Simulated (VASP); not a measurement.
Crystal: Mg5Se2.

```xyz
7
Lattice="5.5961 -3.9052 0.0000 5.5961 3.9052 0.0000 -0.4892 0.0000 3.6536" Properties=species:S:1:pos:R:3 pbc="T T T"
Mg    0.0000    0.0000    0.0000
Mg    6.5232   -1.5120    2.6105
Mg    4.1798   -1.5120    1.0431
Mg    4.1798    1.5120    1.0431
Mg    6.5232    1.5120    2.6105
Se    2.4214    0.0000    2.8117
Se    8.2816    0.0000    0.8420
```

The cell was generated, and may not be a known phase.

| Property | Result |
| --- | --- |
| Program | VASP 6.6.1 |
| Task | relaxation of cell and atoms |
| Functional | PBE |
| Potentials or basis | VASP PAW PBE potentials, release 64 (Mg, Se) |
| Cutoff | 600 eV |
| k mesh | 4 × 4 × 6 |
| Occupations | gaussian, width 0.1 eV |
| Spin | no spin polarisation |

At the start: pressure 0.7 GPa; volume 22.81 Å³/atom.

Task: Where does the relaxation end?

Result: Over 28 steps the energy falls by 44.7 meV/atom and the volume is 24.15 Å³/atom (+5.8 %); space group C2/m (No. 12, to 0.1 Å) before, Immm (No. 71, to 0.1 Å).

The path:
```csv
step,energy change (eV),largest force (eV/Å),pressure (GPa),volume (Å³)
1,0.0000,0.1302,0.67,159.69
2,-0.0510,0.1166,0.07,161.87
3,-0.0727,0.1487,-0.57,164.64
4,-0.0836,0.1264,-0.13,162.76
5,-0.0860,0.1126,0.18,161.49
6,-0.0936,0.0889,0.13,161.53
7,-0.0980,0.0891,0.08,161.58
8,-0.1053,0.0819,0.02,162.15
9,-0.1219,0.0751,-0.15,163.83
10,-0.1378,0.2081,-0.38,167.13
11,-0.1424,0.2103,-0.35,167.17
12,-0.1569,0.2172,-0.25,167.27
13,-0.1878,0.2319,-0.07,167.41
14,-0.2391,0.2673,0.31,167.45
15,-0.2020,0.4182,1.31,166.62
16,-0.2483,0.3160,0.66,167.32
17,-0.2488,0.3381,0.87,167.17
18,-0.2611,0.3048,0.66,168.22
19,-0.2631,0.2775,0.45,169.28
20,-0.2637,0.2851,0.52,168.96
21,-0.2741,0.2518,0.36,169.41
22,-0.2949,0.1625,-0.09,170.73
23,-0.2942,0.0790,-0.90,173.36
24,-0.3012,0.0910,-0.51,172.03
25,-0.3073,0.0655,-0.31,170.90
26,-0.3119,0.0399,0.10,168.85
27,-0.3119,0.0402,0.10,168.78
28,-0.3128,0.0344,0.05,169.02
```

Final structure:
```cif
data_structure
_symmetry_space_group_name_H-M 'P 1'
_symmetry_Int_Tables_number 1
_cell_length_a 7.3345
_cell_length_b 7.3345
_cell_length_c 3.8980
_cell_angle_alpha 104.942
_cell_angle_beta 104.942
_cell_angle_gamma 57.493
_cell_volume 169.02
loop_
_atom_site_label
_atom_site_type_symbol
_atom_site_fract_x
_atom_site_fract_y
_atom_site_fract_z
_atom_site_occupancy
Mg1 Mg 0.00000 0.00000 0.00000 1
Mg2 Mg 0.84127 0.39892 0.61917 1
Mg3 Mg 0.60108 0.15873 0.38083 1
Mg4 Mg 0.15873 0.60108 0.38083 1
Mg5 Mg 0.39892 0.84127 0.61917 1
Se1 Se 0.27780 0.27780 0.78239 1
Se2 Se 0.72220 0.72220 0.21761 1
```
